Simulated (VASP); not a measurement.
A run of VASP 6.6.1 is set up as follows.

File INCAR:

```
ALGO     = Normal         # electronic algorithm
EDIFF    = 1E-6           # SCF threshold, eV
ENCUT    = 520            # plane-wave cutoff, eV
GGA      = PE             # functional
ISIF     = 2              # what is computed and relaxed
ISMEAR   = -1             # smearing method
ISPIN    = 2              # spin polarisation
LASPH    = T              # aspherical terms in the spheres
LCHARG   = F              # write CHGCAR
LORBIT   = 11             # projections on sites
LREAL    = Auto         
LWAVE    = F              # write WAVECAR
MAGMOM   = 0.5 0 0 0 0 0 0 0 0.5 0 0.5 0 0.5 0 0 0 0 0 0 0 0 0 0 0 0 0 0 0 0 0 0 # initial moments
NBANDS   = 86             # bands
NELECT   = 122.0        
NELM     = 150            # most SCF steps
PREC     = Accurate       # precision mode
SIGMA    = 0.01           # smearing width, eV
```

KPOINTS

```
k-points
0
Gamma
  4 4 2
```

The input POSCAR:

```
Al16N15
1.0
    6.2260000000      0.0000000000      0.0000000000
   -3.1130000000      5.3918741640      0.0000000000
    0.0000000000      0.0000000000      9.9620000000
Al N
16 15
Direct
    0.1666666667      0.3333333333     -0.0091013396
    0.1666666667      0.3333333333      0.5015424178
    0.1644226467      0.8322113234     -0.0009105758
    0.1654833915      0.8327416958      0.5006397806
    0.6677886766      0.3355773533     -0.0009105758
    0.6672583042      0.3345166085      0.5006397806
    0.6677886766      0.8322113234     -0.0009105758
    0.6672583042      0.8327416958      0.5006397806
    0.3361523680      0.1638476320      0.2509598444
    0.3337005615      0.1662994385      0.7495640146
    0.3361523680      0.6723047361      0.2509598444
    0.3337005615      0.6674011229      0.7495640146
    0.8276952639      0.1638476320      0.2509598444
    0.8325988771      0.1662994385      0.7495640146
    0.8333333333      0.6666666667      0.2520400037
    0.8333333333      0.6666666667      0.7493021838
    0.1666666667      0.3333333333      0.6924966001
    0.1650774027      0.8325387013      0.1903806284
    0.1674112403      0.8337056202      0.6912775806
    0.6674612987      0.3349225973      0.1903806284
    0.6662943798      0.3325887597      0.6912775806
    0.6674612987      0.8325387013      0.1903806284
    0.6662943798      0.8337056202      0.6912775806
    0.3325120668      0.1674879332      0.4394927010
    0.3334096511      0.1665903489      0.9432237566
    0.3325120668      0.6650241336      0.4394927010
    0.3334096511      0.6668193023      0.9432237566
    0.8349758664      0.1674879332      0.4394927010
    0.8331806977      0.1665903489      0.9432237566
    0.8333333333      0.6666666667      0.4413961218
    0.8333333333      0.6666666667      0.9404865958
```

Potentials or basis: VASP PAW PBE potentials, release 64 (Al, N).

Launch:

```bash
$ cat potpaw_PBE.64/Al/POTCAR potpaw_PBE.64/N/POTCAR > POTCAR
$ mpirun -np 1 vasp_std > vasp.out
```

What does it give for the largest force?

0.012 eV/Å.

Estimate the net moment.

0.00 μB per cell.

Forces in eV/Å, atoms in the order of the input:
```
Al   0.000  0.000 -0.010
Al   0.000  0.000  0.004
Al  -0.001 -0.001  0.005
Al   0.003  0.002  0.000
Al   0.000  0.001  0.005
Al   0.000 -0.003  0.000
Al   0.001 -0.001  0.005
Al  -0.003  0.002  0.000
Al   0.010 -0.006 -0.004
Al  -0.003  0.002  0.001
Al   0.000  0.011 -0.004
Al   0.000 -0.003  0.001
Al  -0.010 -0.006 -0.004
Al   0.003  0.002  0.001
Al   0.000  0.000 -0.001
Al   0.000  0.000  0.001
N    0.000  0.000 -0.006
N   -0.004 -0.002 -0.007
N    0.000  0.000  0.001
N    0.000  0.005 -0.007
N    0.000  0.000  0.001
N    0.004 -0.002 -0.007
N    0.000  0.000  0.001
N    0.000  0.000  0.012
N    0.010 -0.006 -0.002
N    0.000 -0.001  0.012
N    0.000  0.011 -0.002
N    0.000  0.000  0.012
N   -0.010 -0.006 -0.002
N    0.000  0.000 -0.004
N    0.000  0.000 -0.004
```

Caveat: the cell carries a net charge on a neutralising background, which shifts energy and pressure.
